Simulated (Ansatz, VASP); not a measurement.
# Two plane-wave programs on C

```
C
1.0
     2.50537    0.00000    0.00000
    -1.25268    2.16971    0.00000
     0.00000    0.00000   25.83594
C
12
Cartesian
  0.0000 1.4465 7.5000
  0.0000 0.0000 8.0173
  0.0000 0.0000 9.5538
  1.2527 0.7232 10.0711
  1.2527 0.7232 11.6324
  0.0000 0.0000 12.1497
  0.0000 0.0000 13.6862
  0.0000 1.4465 14.2035
  0.0000 1.4465 15.7648
  0.0000 0.0000 16.2822
  0.0000 0.0000 17.8186
  1.2527 0.7232 18.3359
```

Alike in both runs: task single point; functional PBEsol; k mesh 12 × 12 × 1; occupations gaussian, width 0.05 eV; no spin polarisation.

```csv
,VASP,Ansatz
version,VASP 6.6.1,Ansatz 0.2.0
potentials or method,"VASP PAW PBE potentials, release 64 (C), cutoff 520 eV","scalar-relativistic, plane waves, PAW"
valence electrons in the cell,48,48
```

|  | VASP | Ansatz | Ansatz less VASP |
| --- | --- | --- | --- |
| gap on the k mesh at the Fermi level (eV) | none | none | - |
| rms of the force components (eV/Å) | 1.505 | 1.511 | +0.0064 |

VASP's potentials were made for PBE, not for PBEsol. Atom by atom the forces differ by 0.011 eV/Å (rms over components). A gap of «none» marks a metal or a gap that the smearing closes. Ansatz's warnings: xc potential rough in thin density.
